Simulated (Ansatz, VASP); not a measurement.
KTaO3 in VASP and in Ansatz

Contents of INCAR:

```
SYSTEM = KTaO3
PREC     = Accurate       ! precision mode
ENCUT    = 520            ! plane-wave cutoff, eV
EDIFF    = 1E-6           ! SCF threshold, eV
ISMEAR   = 0              ! smearing method
SIGMA    = 0.05           ! smearing width, eV
LREAL    = .False.        ! projectors in reciprocal space
LASPH    = .True.         ! aspherical terms in the spheres
NELM     = 60             ! most SCF steps
ALGO     = Normal         ! electronic algorithm
ISIF     = 2              ! what is computed and relaxed
LWAVE    = .False.        ! write WAVECAR
LCHARG   = .False.        ! write CHGCAR
GGA      = PE             ! functional
NBANDS   = 27             ! bands
```

KPOINTS

```
regular mesh
0
Gamma
  8 8 8
  0 0 0
```

The input POSCAR:

```
KTaO3
1.0
    3.9700125968      0.0000000000      0.0000000000
    0.0000000000      3.9700125968      0.0000000000
    0.0000000000      0.0000000000      3.9700125968
K Ta O
1 1 3
Direct
    0.0000000000      0.0000000000      0.0000000000
    0.5000000000      0.5000000000      0.5000000000
    0.0000000000      0.5000000000      0.5000000000
    0.5000000000      0.5000000000      0.0000000000
    0.5000000000      0.0000000000      0.5000000000
```

Input for Ansatz:

```yaml
crystal:
  lattice:
    - [3.9700125968, 0.0, 0.0]
    - [0.0, 3.9700125968, 0.0]
    - [0.0, 0.0, 3.9700125968]
  atoms:
    - { symbol: K, position: [0.0, 0.0, 0.0] }
    - { symbol: Ta, position: [0.5, 0.5, 0.5] }
    - { symbol: O, position: [0.0, 0.5, 0.5] }
    - { symbol: O, position: [0.5, 0.5, 0.0] }
    - { symbol: O, position: [0.5, 0.0, 0.5] }
basis:
  ecutwfc: 420
  ecutrho_ratio: 4
kpoints:
  mp_grid: { grid: [8, 8, 8] }
hamiltonian:
  xc: pbe
scf:
  occupations: { method: gaussian, width: 0.05 }
output:
  forces: true
  stress: true
  eigenvalues: true
```

Alike in both runs: task single point; functional PBE; k mesh 8 × 8 × 8; occupations gaussian, width 0.05 eV; no spin polarisation.

|  | VASP | Ansatz |
| --- | --- | --- |
| version | VASP 6.6.1 | Ansatz 0.2.0 |
| potentials or method | VASP PAW PBE potentials, release 64 (K_sv, Ta_pv, O), cutoff 520 eV | scalar-relativistic, plane waves, PAW |
| valence electrons in the cell | 38 | 40 |

|  | VASP | Ansatz | Ansatz less VASP |
| --- | --- | --- | --- |
| gap on the k mesh at the Fermi level (eV) | 2.21 | 2.25 | +0.048 |
| least direct gap on the mesh (eV) | 2.82 | 2.86 | +0.037 |
| pressure (GPa) | 9.1 | 8.4 | -0.73 |

VASP's potentials hold 38 valence electrons a cell and Ansatz's 40, so a difference there can come from the potentials and not from the codes.

Neither program's run includes spin-orbit coupling.
